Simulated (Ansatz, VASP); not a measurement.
Sb: VASP beside Ansatz

```
Sb
1.0
     3.23056    0.00000    0.00000
     0.00000    3.10980    0.00000
     0.00000    0.00000   31.36000
Sb
2
Cartesian
  0.0000 0.0000 7.7265
  1.6153 0.0000 10.2735
```

Alike in both runs: task single point; functional PBE; k mesh 8 × 9 × 1; occupations fermi-dirac, width 0.05 eV; no spin polarisation.

|  | VASP | Ansatz |
| --- | --- | --- |
| version | VASP 6.6.1 | Ansatz 0.2.0 |
| potentials or method | VASP PAW PBE potentials, release 64 (Sb), cutoff 400 eV | all-electron LAPW, scalar-relativistic |

VASP gave:

```
gap on the k mesh at the Fermi level (eV) : none
rms of the force components (eV/Å)        : 0.041
```

Question: What did Ansatz give for the same quantities?

Answer: gap on the k mesh at the Fermi level (eV): none; rms of the force components (eV/Å): 0.030.

Atom by atom the forces differ by 0.011 eV/Å (rms over components). A gap of «none» marks a metal or a gap that the smearing closes. Ansatz ran all-electron here, and VASP with PAW potentials.

Spin-orbit coupling is off throughout.
